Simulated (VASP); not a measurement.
Crystal: Si2Sn.

```
Si Sn
1.0
     3.93007    0.00000    0.00000
    -1.96504    3.40354    0.00000
     0.00000    0.00000    9.62667
Si Sn
4 2
Direct
  0.00000 0.00000 0.00000
  0.66667 0.33333 0.66667
  0.33333 0.66667 0.33333
  0.66667 0.33333 0.91667
  0.33333 0.66667 0.58333
  0.00000 0.00000 0.25000
```

```yaml
Program: VASP 6.6.1
Task: relaxation of cell and atoms
Functional: PBE
Potentials_or_basis: VASP PAW PBE potentials, release 64 (Si, Sn_d)
Cutoff: 600 eV
k_mesh: 12 × 12 × 4
Occupations: fermi-dirac, width 0.02 eV
Spin: no spin polarisation
```

At the start: pressure 16.4 GPa; volume 21.46 Å³/atom.

How do energy, volume and symmetry change on relaxing?

Over 13 steps the energy falls by 223.9 meV/atom and the volume is 25.28 Å³/atom (+17.8 %); space group P3m1 (No. 156, to 0.1 Å) before and after.

The path:
```
step  energy change (eV)  largest force (eV/Å)  pressure (GPa)  volume (Å³)
   1              0.0000                2.2504           16.41       128.77
   2             -0.7903                0.4876           -6.27       174.24
   3             -1.2329                0.8261           -0.70       154.16
   4             -1.2329                0.8466           -0.48       153.62
   5             -1.2921                0.4737           -0.19       152.58
   6             -1.3280                0.3410            0.44       150.95
   7             -1.3402                0.1635           -0.16       152.13
   8             -1.3414                0.1851           -0.03       151.85
   9             -1.3433                0.0171           -0.06       151.85
  10             -1.3433                0.0144           -0.06       151.85
  11             -1.3433                0.0130            0.03       151.63
  12             -1.3434                0.0066            0.00       151.70
  13             -1.3434                0.0026            0.00       151.71
```

Final structure:
```
CELL_PARAMETERS angstrom
4.14607 0.00000 0.00000
-2.07304 3.59060 0.00000
0.00000 0.00000 10.19058
ATOMIC_POSITIONS crystal
Si 0.00000 0.00000 0.98384
Si 0.66667 0.33333 0.68354
Si 0.33333 0.66667 0.33456
Si 0.66667 0.33333 0.91515
Sn 0.33333 0.66667 0.59090
Sn 0.00000 0.00000 0.24201
```

Caveat: the volume moved by over 15 % at a fixed basis, so the end points are rough.
